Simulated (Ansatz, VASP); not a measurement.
# Two plane-wave programs on Cr

```
CELL_PARAMETERS angstrom
4.23246 0.00000 0.00000
-2.11623 3.66542 0.00000
0.00000 0.00000 2.27523
ATOMIC_POSITIONS crystal
Cr 0.00000 0.00000 0.00000
Cr 0.33333 0.66667 0.50000
Cr 0.66667 0.33333 0.50000
```

Alike in both runs: task single point; functional BLYP; k mesh 10 × 10 × 15; occupations fermi-dirac, width 0.1 eV; no spin polarisation.

```csv
,VASP,Ansatz
version,VASP 6.6.1,Ansatz 0.2.0
potentials or method,"VASP PAW PBE potentials, release 64 (Cr_pv), cutoff 520 eV","plane waves (420 eV) with PAW, scalar-relativistic"
valence electrons in the cell,36,42
```

Ansatz gave:

- pressure (GPa): 9.6
- traceless stress, the component that is largest in VASP (GPa): 1.20

Question: What did VASP give for the same quantities?

Answer: Pressure (GPa): 9.6; traceless stress, the component that is largest in VASP (GPa): 1.24.

VASP's potentials were made for PBE, not for BLYP. VASP's potentials hold 36 valence electrons a cell and Ansatz's 42, so a difference there can come from the potentials and not from the codes.
